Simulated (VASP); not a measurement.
Write the native input for VASP 6.6.1 that does the following.

| Quantity | Value |
| --- | --- |
| Task | single point |
| Functional | PBEsol |
| Potentials or basis | VASP PAW PBE potentials, release 64 (Cu) |
| Cutoff | 520 eV |
| k mesh | 26 × 26 × 26 |
| Occupations | gaussian, width 0.1 eV |
| Spin | no spin polarisation |
| Dipole correction | no |
| Further INCAR settings | ALGO = Normal; EDIFF = 1e-06; NBANDS = 18 |

The structure of Cu lies in POSCAR:

```
Cu
1.0
    0.0000000000      2.1023496096      4.4968569660
    1.2581079311      0.0000000000      4.4968569660
    1.2581079311      2.1023496096      0.0000000000
Cu
2
Direct
    0.8676675397      0.8676675397      0.1323324603
    0.1323324603      0.1323324603      0.8676675397
```

These files were run (other wordings do the same):

INCAR

```
PREC = Accurate ; ENCUT = 520
EDIFF = 1E-6 ; ISMEAR = 0
SIGMA = 0.1 ; LREAL = F
LASPH = T ; NELM = 100
ALGO = Normal ; ISIF = 2
LWAVE = F ; LCHARG = F
GGA = PS ; NBANDS = 18
```

KPOINTS

```
regular mesh
0
Gamma
  26 26 26
```

Potentials or basis: VASP PAW PBE potentials, release 64 (Cu).

Launch:

```sh
$ cat potpaw_PBE.64/Cu/POTCAR > POTCAR
$ mpirun -np 1 vasp_std > vasp.out
```

It gave:

```json
{"Pressure": "0.7 GPa", "Largest force": "0.005 eV/Å", "Band gap on the k mesh": "zero (band 11 reaches 11.67 eV, above the bottom of band 12 at 5.59 eV)"}
```

Caveat: the PAW data sets were made with another functional, which shifts forces and pressure a little.

Wall time 6.9 min on 1 thread of Intel(R) Xeon(R) 6975P-C (Granite Rapids) (shared host), peak memory 0.91 GiB.
